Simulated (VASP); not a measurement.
# W16O (a cell with a defect) in VASP: single point with PBE

Aim: the single point of W16O (a cell with a defect) with PBE.

All numbers are computed with VASP 6.6.1; they aren't measurements. Logs are shortened: lines on timing, memory, paths and dates and some standing lists are left out, and cuts for length are marked.

### Step 1. The cell of the first run

The cell holds a defect, 17 atoms: a = 6.320 Å, b = 6.320 Å, c = 6.320 Å, α = 90.00°, β = 90.00°, γ = 90.00°.

### Step 2. Single point, PBE

Input file INCAR:

```
ALGO     = Normal         # electronic algorithm
EDIFF    = 1E-6           # SCF threshold, eV
ENCUT    = 520            # plane-wave cutoff, eV
GGA      = PE             # functional
ISIF     = 2              # what is computed and relaxed
ISMEAR   = -1             # smearing method
LASPH    = True           # aspherical terms in the spheres
LCHARG   = False          # write CHGCAR
LREAL    = Auto         
LWAVE    = False          # write WAVECAR
NBANDS   = 129            # bands
NELM     = 80             # most SCF steps
PREC     = Accurate       # precision mode
SIGMA    = 0.1            # smearing width, eV
```

Input file KPOINTS:

```
k-points
0
Gamma
  2 2 2
```

Input file POSCAR:

```
W16O
1.0
    6.3200000000      0.0000000000      0.0000000000
    0.0000000000      6.3200000000      0.0000000000
    0.0000000000      0.0000000000      6.3200000000
W O
16 1
Direct
    0.0052674968     -0.0035546751      0.0001401271
    0.4996923605     -0.0025660918      0.0001181888
    0.0052717450      0.5035814862      0.0001400678
    0.0054114355     -0.0021144456      0.5001092847
    0.2448307812      0.2500138535      0.2480013514
    0.4996918017      0.5025967691      0.0001182805
    0.4865155054     -0.0229566612      0.5001421227
    0.7636987335      0.2500177832      0.2271073707
    0.0054155329      0.5021499246      0.5001093126
    0.2450556359      0.7500174905      0.2465244468
    0.2447959859      0.2500138746      0.7522822652
    0.4865147641      0.5229784624      0.5001425960
    0.7506386124      0.7500145471      0.2475490248
    0.7637059468      0.2500182607      0.7730673746
    0.2450204354      0.7500174443      0.7536874904
    0.7506413518      0.7500146478      0.7526900415
    0.6251412754      0.2500085299      0.5000789545
```

Potentials or basis: VASP PAW PBE potentials, release 64 (W_sv, O).

The run is started by

```sh
> cat potpaw_PBE.64/W_sv/POTCAR potpaw_PBE.64/O/POTCAR > POTCAR
> mpirun -np 1 vasp_std > vasp.out
```

OUTCAR:

```text
EDIFF = 1E-6
   ENCUT = 520
   GGA = PE
   ISIF = 2
   ISMEAR = -1
   LASPH = True
   LREAL = Auto
   NELM = 80
   PREC = Accurate

 ion  position               nearest neighbor table
   1  0.005  0.996  0.000-   8 2.64  14 2.64  10 2.67  15 2.67  11 2.70   5 2.70  13 2.73  16 2.73
                             3 3.11   2 3.12   4 3.16   4 3.16   2 3.20   3 3.21
   2  0.500  0.997  0.000-   8 2.72  14 2.72  16 2.72  13 2.72  10 2.73  15 2.73  11 2.76   5 2.76
                             1 3.12   6 3.13   7 3.16   7 3.16   6 3.19   1 3.20
   3  0.005  0.504  0.000-   8 2.64  14 2.64  10 2.67  15 2.67  11 2.70   5 2.70  13 2.73  16 2.73
                             1 3.11   6 3.12   9 3.16   9 3.16   6 3.20   1 3.21
   4  0.005  0.998  0.500-  15 2.70  10 2.70   5 2.71  11 2.71  13 2.76  16 2.76  14 2.80   8 2.80
                             7 3.04   9 3.13   1 3.16   1 3.16   9 3.19   7 3.28
   5  0.245  0.250  0.248-   3 2.70   1 2.70   4 2.71   9 2.71   2 2.76   6 2.76  12 2.80   7 2.80
                             8 3.04  11 3.13  10 3.16  10 3.16  11 3.19   8 3.28
   6  0.500  0.503  0.000-   8 2.72  14 2.72  13 2.72  16 2.72  10 2.73  15 2.73  11 2.76   5 2.76
                             3 3.12   2 3.13  12 3.16  12 3.16   2 3.19   3 3.20
   7  0.487  0.977  0.500-  17 1.93  15 2.64  10 2.64  16 2.72  13 2.72   5 2.80  11 2.80  12 2.87
                            14 3.00   8 3.00   4 3.04   2 3.16   2 3.16   4 3.28  12 3.45
   8  0.764  0.250  0.227-  17 1.93   3 2.64   1 2.64   6 2.72   2 2.72   4 2.80   9 2.80  14 2.87
                            12 3.00   7 3.00   5 3.04  13 3.16  13 3.16   5 3.28  14 3.45
   9  0.005  0.502  0.500-  15 2.70  10 2.70   5 2.71  11 2.71  13 2.76  16 2.76  14 2.80   8 2.80
                            12 3.04   4 3.13   3 3.16   3 3.16   4 3.19  12 3.28
  10  0.245  0.750  0.247-   7 2.64  12 2.64   1 2.67   3 2.67   9 2.70   4 2.70   2 2.73   6 2.73
                            15 3.11  13 3.12   5 3.16   5 3.16  13 3.20  15 3.21
  11  0.245  0.250  0.752-   3 2.70   1 2.70   4 2.71   9 2.71   2 2.76   6 2.76  12 2.80   7 2.80
                            14 3.04   5 3.13  15 3.16  15 3.16   5 3.19  14 3.28
  12  0.487  0.523  0.500-  17 1.93  15 2.64  10 2.64  16 2.72  13 2.72   5 2.80  11 2.80   7 2.87
                            14 3.00   8 3.00   9 3.04   6 3.16   6 3.16   9 3.28   7 3.45
  13  0.751  0.750  0.248-   7 2.72  12 2.72   6 2.72   2 2.72   1 2.73   3 2.73   9 2.76   4 2.76
                            10 3.12  16 3.13   8 3.16   8 3.16  16 3.19  10 3.20
  14  0.764  0.250  0.773-  17 1.93   3 2.64   1 2.64   6 2.72   2 2.72   4 2.80   9 2.80   8 2.87
                            12 3.00   7 3.00  11 3.04  16 3.16  16 3.16  11 3.28   8 3.45
  15  0.245  0.750  0.754-   7 2.64  12 2.64   1 2.67   3 2.67   9 2.70   4 2.70   2 2.73   6 2.73
                            10 3.11  16 3.12  11 3.16  11 3.16  16 3.20  10 3.21
  16  0.751  0.750  0.753-   7 2.72  12 2.72   6 2.72   2 2.72   1 2.73   3 2.73   9 2.76   4 2.76
                            15 3.12  13 3.13  14 3.16  14 3.16  13 3.19  15 3.20
  17  0.625  0.250  0.500-   8 1.93  14 1.93   7 1.93  12 1.93

  LATTYP: Found a simple cubic cell.
 ALAT       =     6.3200000000

  Lattice vectors:

 A1 = (   6.3200000000,   0.0000000000,   0.0000000000)
 A2 = (   0.0000000000,   6.3200000000,   0.0000000000)
 A3 = (   0.0000000000,   0.0000000000,   6.3200000000)

Analysis of symmetry for initial positions (statically):
=====================================================================
 Subroutine PRICEL returns:
 Original cell was already a primitive cell.

 Routine SETGRP: Setting up the symmetry group for a
 simple cubic supercell.

 Subroutine GETGRP returns: Found  1 space group operations
 (whereof  1 operations were pure point group operations)
 out of a pool of 48 trial point group operations.

The static configuration has the point symmetry C_1 .

Analysis of symmetry for dynamics (positions and initial velocities):
=====================================================================
 Subroutine PRICEL returns:
 Original cell was already a primitive cell.

 Routine SETGRP: Setting up the symmetry group for a
 simple cubic supercell.

 Subroutine GETGRP returns: Found  1 space group operations
 (whereof  1 operations were pure point group operations)
 out of a pool of 48 trial point group operations.

The dynamic configuration has the point symmetry C_1 .

 Subroutine INISYM returns: Found  1 space group operations
 (whereof  1 operations are pure point group operations),
 and found     1 'primitive' translations

----------------------------------------------------------------------------------------

                                     Primitive cell

  volume of cell :     252.4360

  direct lattice vectors                    reciprocal lattice vectors
[... 51 lines left out ...]
 Grid dimensions read from file:
 generate k-points for:    2    2    2

 Generating k-lattice:

  Cartesian coordinates                     Fractional coordinates (reciprocal lattice)
     0.079113924  0.000000000  0.000000000     0.500000000  0.000000000  0.000000000
     0.000000000  0.079113924  0.000000000     0.000000000  0.500000000  0.000000000
     0.000000000  0.000000000  0.079113924     0.000000000  0.000000000  0.500000000

  Length of vectors
     0.079113924  0.079113924  0.079113924

  Shift w.r.t. Gamma in fractional coordinates (k-lattice)
     0.000000000  0.000000000  0.000000000

 Subroutine IBZKPT returns following result:
 ===========================================

 Found      8 irreducible k-points:

 Following reciprocal coordinates:
            Coordinates               Weight
  0.000000  0.000000  0.000000      1.000000
  0.500000  0.000000  0.000000      1.000000
  0.000000  0.500000  0.000000      1.000000
  0.000000  0.000000  0.500000      1.000000
  0.500000  0.500000  0.000000      1.000000
  0.000000  0.500000  0.500000      1.000000
  0.500000  0.000000  0.500000      1.000000
  0.500000  0.500000  0.500000      1.000000
   k-points           NKPTS =      8   k-points in BZ     NKDIM =      8   number of bands    NBANDS=    129
   number of dos      NEDOS =    301   number of ions     NIONS =     17
   total plane-waves  NPLWV = 110592
   dimension x,y,z NGX =    48 NGY =   48 NGZ =   48
   dimension x,y,z NGXF=    96 NGYF=   96 NGZF=   96
   ions per type =              16   1
   NGX,Y,Z   is equivalent  to a cutoff of  12.63, 12.63, 12.63 a.u.
   NGXF,Y,Z  is equivalent  to a cutoff of  25.25, 25.25, 25.25 a.u.
 SYSTEM =  unknown system
   PREC   = accura    normal or accurate (medium, high low for compatibility)
   ISTART =      0    job   : 0-new  1-cont  2-samecut
   ICHARG =      2    charge: 1-file 2-atom 10-const
   ISPIN  =      1    spin polarized calculation?
   LNONCOLLINEAR =      F non collinear calculations
   LSORBIT =      F    spin-orbit coupling
   LASPH  =      T    aspherical Exc in radial PAW
   ENCUT  =  520.0 eV  38.22 Ry    6.18 a.u.  11.75 11.75 11.75*2*pi/ulx,y,z
   NELM   =     80;   NELMIN=  2; NELMDL= -5     # of ELM steps
   EDIFF  = 0.1E-05   stopping-criterion for ELM
   LREAL  =      T    real-space projection
   EDIFFG = 0.1E-04   stopping-criterion for IOM
   NSW    =      0    number of steps for IOM
[... 5 lines left out ...]
   TEBEG  =    0.0;   TEEND  =   0.0 temperature during run
   PSTRESS=    0.0 pullay stress
   NELECT =     230.0000    total number of electrons
   NUPDOWN=      -1.0000    fix difference up-down
   EMIN   =  10.00;   EMAX   =-10.00  energy-range for DOS
   EFERMI =   0.00;   METHOD = LEGACY
   ISMEAR =    -1;   SIGMA  =   0.10  broadening in eV -4-tet -1-fermi 0-gaus
   EFERMI_NEDOS =   21; number of points for ismear=-14 and -15
   IALGO  =     38    algorithm
   IMIX   =      4    mixing-type and parameters
     AMIX     =   0.40;   BMIX     =  1.00
     AMIX_MAG =   1.60;   BMIX_MAG =  1.00
  volume/ion in A,a.u.               =      14.85       100.21
  Fermi-wavevector in a.u.,A,eV,Ry     =   1.587086  2.999157 34.270910  2.518841
  Thomas-Fermi vector in A             =   2.686297
   LORBIT       =      0    0 simple, 1 ext, 2 COOP (PROOUT), +10 PAW based schemes
   GGA     = PE    functional components
   LHFCALC =     F    Hartree Fock is set to
   AEXX    =    0.0000 exact exchange contribution
   IVDW    =     0    specifies the selected vdW correction
   LEPSILON=     F    determine dielectric tensor
   LRPA    =     F    only Hartree local field effects (RPA)
 non-spin polarized calculation
  energy-cutoff  :      520.00
  volume of cell :      252.44
 maximum number of plane-waves:      6859
 NGX is ok and might be reduce to    48
   NGX = 23   NGY = 23   NGZ = 23

 number of electron     229.9999994 magnetization

 Free energy of the ion-electron system (eV)
  ---------------------------------------------------
  ext. energy  EPLUGINS =         0.00000000
  ---------------------------------------------------
  free energy    TOTEN  =      -211.10922083 eV

  energy without entropy =     -210.93353957  energy(sigma->0) =     -211.02138020

 E-fermi :  11.7887     XC(G=0): -13.7696

 val. band max:       11.6574570354   @ k =   0.0000   0.5000   0.5000
 cond. band min:      11.7967173047   @ k =   0.5000   0.0000   0.0000
 fundamental gap:      0.1392602694
 Fermi energy:        11.7886863142

 k-point     1 :       0.0000    0.0000    0.0000
  band No.  band energies     occupation
      1     -62.3947      2.00000
      2     -62.3606      2.00000
      3     -62.3439      2.00000
      4     -62.3437      2.00000
      5     -62.2019      2.00000
      6     -62.1547      2.00000
[... 1029 lines left out ...]
    126      14.2529      0.00000
    127      14.2557      0.00000
 [bands above 127 left out]

------------------------ aborting loop because EDIFF is reached ----------------------------------------

  FORCE on cell =-STRESS in cart. coord.  units (eV):
  Direction    XX          YY          ZZ          XY          YZ          ZX
  --------------------------------------------------------------------------------------
  -------------------------------------------------------------------------------------
  Total       31.1120246     29.5407908     29.5572259      0.0016539     -0.0001507     -0.0070629
  in kB      197.4638595    187.4914484    187.5957599      0.0104974     -0.0009565     -0.0448276
  external PRESSURE =     190.8503559 kB  Pullay stress =       0.0000000 kB

 VOLUME and BASIS-vectors are now :
 -----------------------------------------------------------------------------
  energy-cutoff  :      520.00
  volume of cell :      252.44
      direct lattice vectors                 reciprocal lattice vectors
     6.320000000  0.000000000  0.000000000     0.158227848  0.000000000  0.000000000
     0.000000000  6.320000000  0.000000000     0.000000000  0.158227848  0.000000000
     0.000000000  0.000000000  6.320000000     0.000000000  0.000000000  0.158227848

 POSITION                                       TOTAL-FORCE (eV/Angst)
 -----------------------------------------------------------------------------------
      0.03329      6.29753      0.00089         0.010756     -0.017310     -0.003139
      3.15806      6.30378      0.00075        -0.009732      0.013608     -0.000056
      0.03332      3.18263      0.00089         0.010554      0.017769     -0.002923
      0.03420      6.30664      3.16069        -0.006612     -0.008706      0.001240
      1.54733      1.58009      1.56737         0.008935      0.000242     -0.009304
      3.15805      3.17641      0.00075        -0.009598     -0.013644     -0.000181
[... 9 lines left out ...]
      4.74405      4.74009      4.75700         0.005275      0.000016     -0.012869
      3.95089      1.58005      3.16050        -0.001778      0.000601      0.002260
 -----------------------------------------------------------------------------------
    total drift:                               -0.001538      0.000113     -0.000824

  FREE ENERGIE OF THE ION-ELECTRON SYSTEM (eV)
  ---------------------------------------------------
  free  energy   TOTEN  =      -211.1092208286 eV

  energy  without entropy=     -210.9335395682  energy(sigma->0) =     -211.02138020
```

Run time: 8.4 min. Hardware: 1 thread of Intel Xeon Platinum 8259CL at 2.50GHz (Skylake/Cascade Lake), shared host; peak memory 0.42 GiB.

What came out:

- Free energy: -211.1092 eV
- Pressure: 19.1 GPa
- Largest force: 0.114 eV/Å
- Band gap on the k mesh: zero (bands 115 and 116 overlap by 0.46 eV)

Forces in eV/Å, atoms in the order of the input:
```
W    0.011 -0.017 -0.003
W   -0.010  0.014  0.000
W    0.011  0.018 -0.003
W   -0.007 -0.009  0.001
W    0.009  0.000 -0.009
W   -0.010 -0.014  0.000
W   -0.047 -0.102 -0.001
W    0.050  0.000 -0.100
W   -0.007  0.008  0.001
W   -0.014  0.000 -0.014
W    0.013  0.000  0.007
W   -0.047  0.102 -0.002
W    0.005  0.000  0.014
W    0.050  0.000  0.103
W   -0.013  0.000  0.018
W    0.005  0.000 -0.013
O   -0.002  0.001  0.002
```

Stress tensor (GPa, compression positive):
```
19.75  0.00  0.00
 0.00 18.75  0.00
 0.00  0.00 18.76
```

Caveat: the k points lie up to 0.50 Å⁻¹ apart; spin-orbit coupling is left out, which moves the levels of the heavy elements.
